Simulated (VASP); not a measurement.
# TePb (Fm-3m) in VASP: notebook, part 2 of 3

VASP 6.6.1. Earlier steps stand in the parts before.

## 3. Relaxation of cell and atoms, r2SCAN, target pressure 6 GPa, at which the enthalpy is minimised

Contents of POSCAR:

```
TePb
1.0
    4.5693240000      0.0000000000      0.0000000000
    2.2846620000      3.9571506621      0.0000000000
    2.2846620000      1.3190502207      3.7308374232
Te Pb
1 1
Direct
    0.5000000000      0.5000000000      0.5000000000
    0.0000000000      0.0000000000      0.0000000000
```

Contents of INCAR.step1:

```
PREC = Accurate
ENCUT = 600
ISMEAR = -1
SIGMA = 0.01
LREAL = F
LASPH = T
NELM = 80
GGA = PE
ALGO = Normal
EDIFF = 1E-4
LWAVE = T
LCHARG = F
```

Contents of INCAR.step2:

```
PREC = Accurate
ENCUT = 600
EDIFF = 1E-7
ISMEAR = -1
SIGMA = 0.01
LREAL = F
LASPH = T
NELM = 80
ALGO = Normal
ISIF = 3
LWAVE = F
LCHARG = F
METAGGA = R2SCAN
LMIXTAU = T
IBRION = 2
NSW = 80
EDIFFG = -0.05
PSTRESS = 60.0
ISTART = 1
```

Contents of KPOINTS:

```
Automatic mesh
0
Gamma
  4 4 4
```

Potentials or basis: VASP PAW PBE potentials, release 64 (Te, Pb_d).

Started as:

```bash
$ cat potpaw_PBE.64/Te/POTCAR potpaw_PBE.64/Pb_d/POTCAR > POTCAR
$ cp INCAR.step1 INCAR
$ mpirun -np 1 vasp_std > vasp.out
$ cp INCAR.step2 INCAR
$ mpirun -np 1 vasp_std > vasp.out
```

OUTCAR:

```text
PREC = Accurate
   ENCUT = 600
   EDIFF = 1E-7
   ISMEAR = -1
   LREAL = F
   LASPH = T
   NELM = 80
   ISIF = 3
   METAGGA = R2SCAN
   IBRION = 2
   NSW = 80
   EDIFFG = -0.05
   PSTRESS = 60.0
   ISTART = 1

 ion  position               nearest neighbor table
   1  0.500  0.500  0.500-   2 3.23   2 3.23   2 3.23   2 3.23   2 3.23   2 3.23
   2  0.000  0.000  0.000-   1 3.23   1 3.23   1 3.23   1 3.23   1 3.23   1 3.23

  LATTYP: Found a face centered cubic cell.
 ALAT       =     6.4619999717

  Lattice vectors:

 A1 = (   4.5693240000,   0.0000000000,   0.0000000000)
 A2 = (   2.2846620000,   3.9571506621,   0.0000000000)
 A3 = (   2.2846620000,   1.3190502207,   3.7308374232)

Analysis of symmetry for initial positions (statically):
=====================================================================
 Subroutine PRICEL returns:
 Original cell was already a primitive cell.

 Routine SETGRP: Setting up the symmetry group for a
 face centered cubic supercell.

 Subroutine GETGRP returns: Found 48 space group operations
 (whereof 48 operations were pure point group operations)
 out of a pool of 48 trial point group operations.

The static configuration has the point symmetry O_h .

Analysis of symmetry for dynamics (positions and initial velocities):
=====================================================================
 Subroutine PRICEL returns:
 Original cell was already a primitive cell.

 Routine SETGRP: Setting up the symmetry group for a
 face centered cubic supercell.

 Subroutine GETGRP returns: Found 48 space group operations
 (whereof 48 operations were pure point group operations)
 out of a pool of 48 trial point group operations.

The dynamic configuration has the point symmetry O_h .

 Subroutine INISYM returns: Found 48 space group operations
 (whereof 48 operations are pure point group operations),
 and found     1 'primitive' translations

----------------------------------------------------------------------------------------

                                     Primitive cell

  volume of cell :      67.4591

  direct lattice vectors                    reciprocal lattice vectors
     4.569324000  0.000000000  0.000000000     0.218850753 -0.126353541 -0.089345446
     2.284662000  3.957150662  0.000000000     0.000000000  0.252707083 -0.089345446
     2.284662000  1.319050221  3.730837423     0.000000000  0.000000000  0.268036338

  length of vectors
     4.569324000  4.569324000  4.569324000     0.268036338  0.268036338  0.268036338

  position of ions in fractional coordinates (direct lattice)
     0.500000000  0.500000000  0.500000000
     0.000000000  0.000000000  0.000000000

  ion indices of the primitive-cell ions
   primitive index   ion index
                 1           1
                 2           2

----------------------------------------------------------------------------------------

 KPOINTS: Automatic mesh

Automatic generation of k-mesh.
 Grid dimensions read from file:
 generate k-points for:    4    4    4

 Generating k-lattice:

  Cartesian coordinates                     Fractional coordinates (reciprocal lattice)
     0.054712688 -0.031588385 -0.022336361     0.250000000  0.000000000  0.000000000
     0.000000000  0.063176771 -0.022336361     0.000000000  0.250000000  0.000000000
     0.000000000  0.000000000  0.067009084     0.000000000  0.000000000  0.250000000

  Length of vectors
     0.067009084  0.067009084  0.067009084

  Shift w.r.t. Gamma in fractional coordinates (k-lattice)
     0.000000000  0.000000000  0.000000000

 Subroutine IBZKPT returns following result:
 ===========================================

 Found      8 irreducible k-points:

 Following reciprocal coordinates:
            Coordinates               Weight
  0.000000  0.000000  0.000000      1.000000
  0.250000  0.000000 -0.000000      8.000000
  0.500000  0.000000 -0.000000      4.000000
  0.250000  0.250000 -0.000000      6.000000
  0.500000  0.250000 -0.000000     24.000000
 -0.250000  0.250000  0.000000     12.000000
  0.500000  0.500000 -0.000000      3.000000
 -0.250000  0.500000  0.250000      6.000000
   k-points           NKPTS =      8   k-points in BZ     NKDIM =      8   number of bands    NBANDS=     14
   number of dos      NEDOS =    301   number of ions     NIONS =      2
   total plane-waves  NPLWV =  64000
   dimension x,y,z NGX =    40 NGY =   40 NGZ =   40
   dimension x,y,z NGXF=    80 NGYF=   80 NGZF=   80
   ions per type =               1   1
   NGX,Y,Z   is equivalent  to a cutoff of  14.55, 14.55, 14.55 a.u.
   NGXF,Y,Z  is equivalent  to a cutoff of  29.11, 29.11, 29.11 a.u.
 SYSTEM =  unknown system
   PREC   = accura    normal or accurate (medium, high low for compatibility)
   ISTART =      1    job   : 0-new  1-cont  2-samecut
   ICHARG =      0    charge: 1-file 2-atom 10-const
   ISPIN  =      1    spin polarized calculation?
   LNONCOLLINEAR =      F non collinear calculations
   LSORBIT =      F    spin-orbit coupling
   LASPH  =      T    aspherical Exc in radial PAW
   ENCUT  =  600.0 eV  44.10 Ry    6.64 a.u.   9.13  9.13  9.13*2*pi/ulx,y,z
   NELM   =     80;   NELMIN=  2; NELMDL=  0     # of ELM steps
   EDIFF  = 0.1E-06   stopping-criterion for ELM
   LREAL  =      F    real-space projection
   EDIFFG = -.5E-01   stopping-criterion for IOM
   NSW    =     80    number of steps for IOM
   IBRION =      2    ionic relax: 0-MD 1-quasi-New 2-CG
   NFREE  =      1    steps in history (QN), initial steepest desc. (CG)
   ISIF   =      3    stress and relaxation
   ISYM   =      2    0-nonsym 1-usesym 2-fastsym
   POTIM  = 0.5000    time-step for ionic-motion
   TEBEG  =    0.0;   TEEND  =   0.0 temperature during run
   PSTRESS=   60.0 pullay stress
   NELECT =      20.0000    total number of electrons
   NUPDOWN=      -1.0000    fix difference up-down
   EMIN   =  10.00;   EMAX   =-10.00  energy-range for DOS
   EFERMI =   0.00;   METHOD = LEGACY
   ISMEAR =    -1;   SIGMA  =   0.01  broadening in eV -4-tet -1-fermi 0-gaus
   EFERMI_NEDOS =   21; number of points for ismear=-14 and -15
   IALGO  =     38    algorithm
   IMIX   =      4    mixing-type and parameters
     AMIX     =   0.40;   BMIX     =  1.00
     AMIX_MAG =   1.60;   BMIX_MAG =  1.00
  volume/ion in A,a.u.               =      33.73       227.62
  Fermi-wavevector in a.u.,A,eV,Ry     =   1.091619  2.062861 16.213147  1.191633
  Thomas-Fermi vector in A             =   2.227868
   LORBIT       =      0    0 simple, 1 ext, 2 COOP (PROOUT), +10 PAW based schemes
   METAGGA = R2SCAN    functional components
   LHFCALC =     F    Hartree Fock is set to
   AEXX    =    0.0000 exact exchange contribution
   IVDW    =     0    specifies the selected vdW correction
   LEPSILON=     F    determine dielectric tensor
   LRPA    =     F    only Hartree local field effects (RPA)
 conjugate gradient relaxation of ions
 non-spin polarized calculation
  energy-cutoff  :      600.00
  volume of cell :       67.46
 maximum number of plane-waves:      2272
 NGX is ok and might be reduce to    40
   NGX = 19   NGY = 19   NGZ = 19

--------------------------------------- Ionic step        1  -------------------------------------------

 number of electron      19.9999998 magnetization

 Free energy of the ion-electron system (eV)
  ---------------------------------------------------
  ext. energy  EPLUGINS =         0.00000000
  ---------------------------------------------------
  free energy    TOTEN  =       -82.68541002 eV

  energy without entropy =      -82.68541002  energy(sigma->0) =      -82.68541002

 E-fermi :   5.7272     XC(G=0):  -9.8170

 val. band max:        5.5155172791   @ k =   0.5000   0.0000  -0.0000
 cond. band min:       6.5382148486   @ k =   0.5000   0.0000  -0.0000
 fundamental gap:      1.0226975695
 Fermi energy:         5.7271795632

 k-point     1 :       0.0000    0.0000    0.0000
  band No.  band energies     occupation
      1     -11.8695      2.00000
      2     -11.8695      2.00000
      3     -11.8571      2.00000
      4     -11.8571      2.00000
      5     -11.8571      2.00000
      6      -7.0062      2.00000
      7      -0.1225      2.00000
      8       4.0158      2.00000
      9       4.0158      2.00000
     10       4.0158      2.00000
     11       9.8618      0.00000
     12       9.8618      0.00000
     13       9.8618      0.00000
     14      11.6913      0.00000
[... 190 lines left out ...]
  enthalpy is  TOTEN    =       -80.1773096489 eV   P V=        2.2031216869

--------------------------------------- Ionic step        3  -------------------------------------------

 number of electron      20.0000002 magnetization

 Free energy of the ion-electron system (eV)
  ---------------------------------------------------
  ext. energy  EPLUGINS =         0.00000000
  ---------------------------------------------------
  free energy    TOTEN  =       -82.57535572 eV

  energy without entropy =      -82.57535572  energy(sigma->0) =      -82.57535572

 E-fermi :   6.8491     XC(G=0): -10.1830

 val. band max:        6.5769043774   @ k =   0.5000   0.0000  -0.0000
 cond. band min:       7.4110776041   @ k =   0.5000   0.0000  -0.0000
 fundamental gap:      0.8341732267
 Fermi energy:         6.8490768220

 k-point     1 :       0.0000    0.0000    0.0000
  band No.  band energies     occupation
      1     -10.9989      2.00000
      2     -10.9989      2.00000
      3     -10.9786      2.00000
      4     -10.9786      2.00000
      5     -10.9786      2.00000
      6      -6.6734      2.00000
      7       1.1177      2.00000
      8       4.7163      2.00000
      9       4.7163      2.00000
     10       4.7163      2.00000
     11      10.9549      0.00000
     12      10.9549      0.00000
     13      10.9549      0.00000
     14      12.5201      0.00000
[... 146 lines left out ...]
  FREE ENERGIE OF THE ION-ELECTRON SYSTEM (eV)
  ---------------------------------------------------
  free  energy   TOTEN  =       -82.5753557196 eV

  energy  without entropy=      -82.5753557196  energy(sigma->0) =      -82.57535572

  enthalpy is  TOTEN    =       -80.2303706112 eV   P V=        2.3449851084

 reached required accuracy - stopping structural energy minimisation
```

OUTCAR.step1:

```text
PREC = Accurate
   ENCUT = 600
   ISMEAR = -1
   LREAL = F
   LASPH = T
   NELM = 80
[... 336 lines left out ...]
 -----------------------------------------------------------------------------------
      4.56932      2.63810      1.86542         0.000000     -0.000000      0.000000
      0.00000      0.00000      0.00000        -0.000000      0.000000      0.000000
 -----------------------------------------------------------------------------------
    total drift:                               -0.000000      0.000000      0.000000

  FREE ENERGIE OF THE ION-ELECTRON SYSTEM (eV)
  ---------------------------------------------------
  free  energy   TOTEN  =        -7.4938627385 eV

  energy  without entropy=       -7.4938627385  energy(sigma->0) =       -7.49386274
```

OSZICAR.step1:

```text
N       E                     dE             d eps       ncg     rms          rms(c)
DAV:   1     0.162470189195E+03    0.16247E+03   -0.98810E+03   224   0.151E+03
DAV:   2     0.452322053344E+01   -0.15795E+03   -0.15284E+03   236   0.359E+02
DAV:   3    -0.729899303323E+01   -0.11822E+02   -0.11727E+02   284   0.102E+02
DAV:   4    -0.760295622840E+01   -0.30396E+00   -0.30386E+00   270   0.195E+01
DAV:   5    -0.761619545852E+01   -0.13239E-01   -0.13239E-01   312   0.388E+00    0.339E+00
DAV:   6    -0.749574278052E+01    0.12045E+00   -0.28949E-01   288   0.434E+00    0.210E+00
DAV:   7    -0.749227682673E+01    0.34660E-02   -0.92755E-02   274   0.175E+00    0.963E-01
DAV:   8    -0.749387633070E+01   -0.15995E-02   -0.10476E-02   260   0.121E+00    0.149E-01
DAV:   9    -0.749380750552E+01    0.68825E-04   -0.10408E-03   282   0.398E-01    0.671E-02
DAV:  10    -0.749386273851E+01   -0.55233E-04   -0.13391E-04   184   0.933E-02
   1 F= -.74938627E+01 E0= -.74938627E+01  d E =-.233701E-11
```

Run time: 5.7 min. Hardware: 1 thread of AMD EPYC 7R13, shared host; peak memory 0.23 GiB.

What came out:

- Free energy: -82.5754 eV
- Relaxed volume: 31.31 Å³/atom
- Relaxed cell: a = 4.457 Å, b = 4.457 Å, c = 4.457 Å, α = 60.00°, β = 60.00°, γ = 60.00°
- Space group after relaxing (to 0.1 Å): Fm-3m (No. 225)
- Energy change on relaxing (the run minimises the enthalpy): +55.0 meV/atom
- Ionic steps: 3
- Pressure after relaxing: 6.0 GPa
- Band gap on the k mesh: 0.83 eV

Step by step:
| step | energy change (eV) | largest force (eV/Å) | pressure (GPa) | volume (Å³) |
| --- | --- | --- | --- | --- |
| 1 | 0.0000 | 0.0000 | 1.61 | 67.46 |
| 2 | 0.3050 | 0.0000 | 10.78 | 58.83 |
| 3 | 0.1101 | 0.0000 | 5.96 | 62.62 |

Final structure:
```cif
data_structure
_symmetry_space_group_name_H-M 'P 1'
_symmetry_Int_Tables_number 1
_cell_length_a 4.4573
_cell_length_b 4.4573
_cell_length_c 4.4573
_cell_angle_alpha 60.000
_cell_angle_beta 60.000
_cell_angle_gamma 60.000
_cell_volume 62.62
loop_
_atom_site_label
_atom_site_type_symbol
_atom_site_fract_x
_atom_site_fract_y
_atom_site_fract_z
_atom_site_occupancy
Te1 Te 0.50000 0.50000 0.50000 1
Pb1 Pb 0.00000 0.00000 0.00000 1
```

Levels at points of the mesh, in eV from the valence-band top:
```csv
k point,band 8,band 9,band 10,band 11,band 12,band 13
"(0.00, 0.00, 0.00)",-1.86,-1.86,-1.86,4.38,4.38,4.38
"(0.50, 0.00, 0.00)",-1.32,-1.32,0.00,0.83,1.15,1.15
"(0.50, 0.50, 0.00)",-5.38,-3.49,-3.49,3.20,6.07,6.07
```

Caveat: the k points lie up to 0.43 Å⁻¹ apart in the final cell; the cell is relaxed towards a set pressure, so the run minimises the enthalpy, not the energy; the PAW data sets were made with another functional, which shifts forces and pressure a little; spin-orbit coupling is left out, which moves the levels of the heavy elements. A k mesh can miss the band edges.

[end of part 2 of 3]
